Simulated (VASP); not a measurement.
Ni, 1 atom in the cell. It takes space group Im-3m (No. 229, cubic). The conventional cell has a = 2.768 Å, b = 2.768 Å, c = 2.768 Å, α = 90.00°, β = 90.00°, γ = 90.00°. Within 3.2 Å of Ni (site symmetry m-3m) lie 14 Ni at 2.40 to 2.77 Å. 

* Program: VASP 6.6.1
* Task: single point
* Functional: revPBE
* Dispersion: D4
* Potentials or basis: VASP PAW PBE potentials, release 64 (Ni)
* Cutoff: 520 eV
* k mesh: 13 × 13 × 13
* Occupations: fermi-dirac, width 0.05 eV
* Spin: collinear spin, ferromagnetic start
* Starting moments: [1.0] μB
* Dipole correction: no
* Further INCAR settings: ALGO = Fast; EDIFF = 1e-06; NBANDS = 15

Potentials or basis: VASP PAW PBE potentials, release 64 (Ni).

Run with:

```console
$ cat potpaw_PBE.64/Ni/POTCAR > POTCAR
$ mpirun -np 1 vasp_std > vasp.out
```

Hardware: 1 thread of Intel(R) Xeon(R) Platinum 8488C (Sapphire Rapids), on a shared host.

Question: How long does it take, and how much memory?

Answer: Wall time 23 s on 1 thread of Intel(R) Xeon(R) Platinum 8488C (Sapphire Rapids), on a shared host, peak memory 0.13 GiB. Counts: scf iterations 13, k points 84.
